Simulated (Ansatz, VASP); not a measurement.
MgZn2Te3 in VASP and in Ansatz

Contents of INCAR:

```
SYSTEM = MgZn2Te3
PREC = Accurate
ENCUT = 600
EDIFF = 1E-6
ISMEAR = 0
SIGMA = 0.02
LREAL = .False.
LASPH = .True.
NELM = 100
ALGO = Normal
ISIF = 3
LWAVE = .False.
LCHARG = .False.
GGA = PE
IBRION = 2
NSW = 100
EDIFFG = -0.01
```

Contents of KPOINTS:

```
regular mesh
0
Gamma
  6 6 4
  0 0 0
```

File POSCAR:

```
MgZn2Te3
1.0
    4.4395244000      0.0000000000      0.0000000000
   -2.2197622000      3.8447409000      0.0000000000
    0.0000000000      0.0000000000     10.9405494000
Mg Zn Te
1 2 3
Direct
    0.3333333000      0.6666667000      0.3346200000
    0.0000000000      0.0000000000      0.9946010000
    0.6666667000      0.3333333000      0.6721320000
    0.0000000000      0.0000000000      0.2394670000
    0.6666667000      0.3333333000      0.9165510000
    0.3333333000      0.6666667000      0.5926290000
```

Input for Ansatz:

```yaml
crystal:
  lattice:
    - [4.4395244, 0.0, 0.0]
    - [-2.2197622, 3.8447409, 0.0]
    - [0.0, 0.0, 10.9405494]
  atoms:
    - { symbol: Mg, position: [0.3333333, 0.6666667, 0.33462] }
    - { symbol: Zn, position: [0.0, 0.0, 0.994601] }
    - { symbol: Zn, position: [0.6666667, 0.3333333, 0.672132] }
    - { symbol: Te, position: [0.0, 0.0, 0.239467] }
    - { symbol: Te, position: [0.6666667, 0.3333333, 0.916551] }
    - { symbol: Te, position: [0.3333333, 0.6666667, 0.592629] }
basis:
  ecutwfc: 420
kpoints:
  mp_grid: { grid: [6, 6, 4] }
hamiltonian:
  xc: pbe
scf:
  occupations: { method: gaussian, width: 0.02 }
output:
  forces: true
  stress: true
  eigenvalues: true
  write_density: true
  write_potential: true
  elf: true
  volumetric_format: npy
relax:
  adjacent_minimum: "off"
  f_tol: 0.01
  max_steps: 80
  cell: { stress_tol: 0.05 }
```

Alike in both runs: task relaxation of cell and atoms; functional PBE; k mesh 6 × 6 × 4; occupations gaussian, width 0.02 eV; no spin polarisation.

|  | VASP | Ansatz |
| --- | --- | --- |
| version | VASP 6.6.1 | Ansatz 0.2.0 |
| potentials or method | VASP PAW PBE potentials, release 64 (Mg, Zn, Te), cutoff 600 eV | scalar-relativistic, plane waves, PAW |
| valence electrons in the cell | 44 | 82 |

VASP gave:

```
gap on the k mesh at the Fermi level, each at its own relaxed structure (eV) : 1.21
relaxed volume (Å³/atom)                                                     : 31.15
relaxed cell length with the largest relative difference (Å)                 : 10.944
```

Problem. Which values does Ansatz return?

Solution. gap on the k mesh at the Fermi level, each at its own relaxed structure (eV): 1.22; relaxed volume (Å³/atom): 31.12; relaxed cell length with the largest relative difference (Å): 10.941.

VASP's potentials hold 44 valence electrons a cell and Ansatz's 82, so a difference there can come from the potentials and not from the codes.

Spin-orbit coupling is off throughout.
